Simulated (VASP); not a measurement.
# Au (P4/mmm) in VASP: a series of runs, part 2 of 2

VASP 6.6.1.

## (3) Relaxation of cell and atoms, PBE

Contents of INCAR:

```
PREC = Accurate
ENCUT = 600
EDIFF = 1E-6
ISMEAR = 0
SIGMA = 0.1
LREAL = F
LASPH = T
NELM = 100
ALGO = Normal
ISIF = 3
LWAVE = F
LCHARG = F
GGA = PE
IBRION = 2
NSW = 90
EDIFFG = -0.04
```

Contents of KPOINTS:

```
Automatic mesh
0
Gamma
  6 6 8
```

Contents of POSCAR:

```
Au
1.0
    2.6620712700      0.0000000000      0.0000000000
    0.0000000000      2.6620712700      0.0000000000
    0.0000000000      0.0000000000      2.3724807900
Au
1
Direct
    0.5000000000      0.5000000000      0.5000000000
```

Potentials or basis: VASP PAW PBE potentials, release 64 (Au).

The run is started by

```bash
$ cat potpaw_PBE.64/Au/POTCAR > POTCAR
$ mpirun -np 1 vasp_std > vasp.out
```

OUTCAR:

```text
PREC = Accurate
   ENCUT = 600
   EDIFF = 1E-6
   ISMEAR = 0
   LREAL = F
   LASPH = T
   NELM = 100
   ISIF = 3
   GGA = PE
   IBRION = 2
   NSW = 90
   EDIFFG = -0.04

 ion  position               nearest neighbor table
   1  0.500  0.500  0.500-

  LATTYP: Found a simple tetragonal cell.
 ALAT       =     2.6620712700
 C/A-ratio  =     0.8912161056

  Lattice vectors:

 A1 = (   2.6620712700,   0.0000000000,   0.0000000000)
 A2 = (   0.0000000000,   2.6620712700,   0.0000000000)
 A3 = (   0.0000000000,   0.0000000000,   2.3724807900)

Analysis of symmetry for initial positions (statically):
=====================================================================
 Subroutine PRICEL returns:
 Original cell was already a primitive cell.

 Routine SETGRP: Setting up the symmetry group for a
 simple tetragonal supercell.

 Subroutine GETGRP returns: Found 16 space group operations
 (whereof 16 operations were pure point group operations)
 out of a pool of 16 trial point group operations.

The static configuration has the point symmetry D_4h.

Analysis of symmetry for dynamics (positions and initial velocities):
=====================================================================
 Subroutine PRICEL returns:
 Original cell was already a primitive cell.

 Routine SETGRP: Setting up the symmetry group for a
 simple tetragonal supercell.

 Subroutine GETGRP returns: Found 16 space group operations
 (whereof 16 operations were pure point group operations)
 out of a pool of 16 trial point group operations.

The dynamic configuration has the point symmetry D_4h.

 Subroutine INISYM returns: Found 16 space group operations
 (whereof 16 operations are pure point group operations),
 and found     1 'primitive' translations

----------------------------------------------------------------------------------------

                                     Primitive cell

  volume of cell :      16.8129

  direct lattice vectors                    reciprocal lattice vectors
     2.662071270  0.000000000  0.000000000     0.375647343  0.000000000  0.000000000
     0.000000000  2.662071270  0.000000000     0.000000000  0.375647343  0.000000000
[... 135 lines left out ...]
------------------------ aborting loop because EDIFF is reached ----------------------------------------

  FORCE on cell =-STRESS in cart. coord.  units (eV):
  Direction    XX          YY          ZZ          XY          YZ          ZX
  --------------------------------------------------------------------------------------
  -------------------------------------------------------------------------------------
  Total        1.8237363      1.8237363     11.2955708      0.0000000      0.0000000      0.0000000
  in kB      173.7923146    173.7923146   1076.4074713      0.0000000      0.0000000      0.0000000
  external PRESSURE =     474.6640335 kB  Pullay stress =       0.0000000 kB
[... 86 lines left out ...]
  FREE ENERGIE OF THE ION-ELECTRON SYSTEM (eV)
  ---------------------------------------------------
  free  energy   TOTEN  =        -2.5962067112 eV

  energy  without entropy=       -2.5918679811  energy(sigma->0) =       -2.59403735

 E-fermi :   3.2197     XC(G=0):  -9.9487

 val. band max:        3.1628481790   @ k =   0.5000   0.5000   0.5000
 cond. band min:       3.2438743631   @ k =   0.3333   0.3333   0.1250
 fundamental gap:      0.0810261840
 Fermi energy:         3.2197479397

 k-point     1 :       0.0000    0.0000    0.0000
  band No.  band energies     occupation
      1      -2.7170      2.00000
      2      -1.2865      2.00000
      3      -0.4580      2.00000
      4       1.8471      2.00000
      5       1.8471      2.00000
      6       2.1962      2.00000
      7      12.3880      0.00000
      8      17.4297      0.00000
      9      17.6496      0.00000
[... 265 lines left out ...]
 k-point    24 :       0.5000    0.0000    0.2500
  band No.  band energies     occupation
      1      -1.0205      2.00000
      2      -0.1654      2.00000
      3       1.0625      2.00000
      4       1.0713      2.00000
      5       1.8324      2.00000
      6       5.2338      0.00000
      7       5.6476      0.00000
      8      12.2976      0.00000
      9      15.0237      0.00000

 [... further k-points ...]

[... ionic steps 4 to 8 ...]

--------------------------------------- Ionic step        9  -------------------------------------------

 number of electron      11.0000001 magnetization

------------------------ aborting loop because EDIFF is reached ----------------------------------------
[... 65 lines left out ...]
--------------------------------------- Ionic step       11  -------------------------------------------

 number of electron      11.0000000 magnetization

 Free energy of the ion-electron system (eV)
  ---------------------------------------------------
  ext. energy  EPLUGINS =         0.00000000
  ---------------------------------------------------
  free energy    TOTEN  =        -3.06527815 eV

  energy without entropy =       -3.06372144  energy(sigma->0) =       -3.06449979

 E-fermi :   6.1752     XC(G=0): -11.4491

 val. band max:        6.1372411591   @ k =   0.5000   0.5000   0.5000
 cond. band min:       6.6008727470   @ k =   0.3333   0.3333   0.2500
 fundamental gap:      0.4636315878
 Fermi energy:         6.1751522192

 k-point     1 :       0.0000    0.0000    0.0000
  band No.  band energies     occupation
      1      -1.4508      2.00000
      2       0.6830      2.00000
      3       0.7100      2.00000
      4       4.8805      2.00000
      5       4.8805      2.00000
      6       4.8962      2.00000
      7      20.0965      0.00000
      8      20.2490      0.00000
      9      20.2490      0.00000
[... 304 lines left out ...]
  FREE ENERGIE OF THE ION-ELECTRON SYSTEM (eV)
  ---------------------------------------------------
  free  energy   TOTEN  =        -3.0652781467 eV

  energy  without entropy=       -3.0637214360  energy(sigma->0) =       -3.06449979

 reached required accuracy - stopping structural energy minimisation
```

OSZICAR:

```text
N       E                     dE             d eps       ncg     rms          rms(c)
DAV:   1     0.505089867053E+02    0.50509E+02   -0.65634E+03   916   0.126E+03
DAV:   2    -0.218609672639E+01   -0.52695E+02   -0.50274E+02   936   0.218E+02
DAV:   3    -0.266096128835E+01   -0.47486E+00   -0.47453E+00  1011   0.218E+01
DAV:   4    -0.266246094409E+01   -0.14997E-02   -0.14996E-02  1037   0.133E+00
[... 93 lines left out ...]
DAV:   1    -0.306554075329E+01   -0.28765E-03   -0.10030E-02   944   0.974E-01    0.810E-02
DAV:   2    -0.306533132799E+01    0.20943E-03   -0.35027E-04   928   0.172E-01    0.350E-02
DAV:   3    -0.306528037334E+01    0.50955E-04   -0.10121E-04   925   0.789E-02    0.147E-02
DAV:   4    -0.306527801128E+01    0.23621E-05   -0.93699E-06   973   0.242E-02    0.468E-03
DAV:   5    -0.306527814672E+01   -0.13545E-06   -0.24115E-07   451   0.433E-03
  11 F= -.30652781E+01 E0= -.30644998E+01  d E =-.452624E-03
```

CONTCAR:

```text
Au
   1.00000000000000
     2.7406014280077153    0.0000000000000000    0.0000000000000000
     0.0000000000000000    2.7406014280077153    0.0000000000000000
     0.0000000000000000    0.0000000000000000    2.7513506926766187
  Au
     1
Direct
     0.5000000000000000    0.5000000000000000    0.5000000000000000

  0.00000000E+00  0.00000000E+00  0.00000000E+00
```

Run time: 20 s. Hardware: 1 thread of Intel Xeon 6975P-C (Granite Rapids), shared host; peak memory 0.15 GiB.

Results:

```yaml
Free_energy: -3.0653 eV
Relaxed_volume: 20.67 Å³/atom
Relaxed_cell: a = 2.741 Å, b = 2.741 Å, c = 2.751 Å, α = 90.00°, β = 90.00°, γ = 90.00°
Space_group_after_relaxing_to_0.05_Å: Pm-3m (No. 221)
Energy_gained_by_relaxing: 706.8 meV/atom
Ionic_steps: 11
Pressure_after_relaxing: -0.1 GPa
```

Step by step:
| step | energy change (eV) | largest force (eV/Å) | pressure (GPa) | volume (Å³) |
| --- | --- | --- | --- | --- |
| 1 | 0.0000 | 0.0000 | 47.47 | 16.81 |
| 2 | -0.1390 | 0.0000 | -9.77 | 30.75 |
| 3 | -0.2377 | 0.0000 | -9.86 | 28.73 |
| 4 | -0.3401 | 0.0000 | -9.80 | 26.89 |
| 5 | -0.6844 | 0.0000 | -3.79 | 21.60 |
| 6 | -0.6425 | 0.0000 | 10.90 | 19.14 |
| 7 | -0.7045 | 0.0000 | -0.96 | 20.85 |
| 8 | -0.7064 | 0.0000 | 0.62 | 20.54 |
| 9 | -0.7063 | 0.0000 | 0.20 | 20.61 |
| 10 | -0.7068 | 0.0000 | -0.20 | 20.68 |
| 11 | -0.7068 | 0.0000 | -0.10 | 20.67 |

Final structure:
```
CELL_PARAMETERS angstrom
2.74060 0.00000 0.00000
0.00000 2.74060 0.00000
0.00000 0.00000 2.75135
ATOMIC_POSITIONS crystal
Au 0.50000 0.50000 0.50000
```

Caveat: the k points lie up to 0.38 Å⁻¹ apart in the final cell; the volume moved by over 15 % at a fixed basis, so the end points are rough; spin-orbit coupling is left out, which moves the levels of the heavy elements.
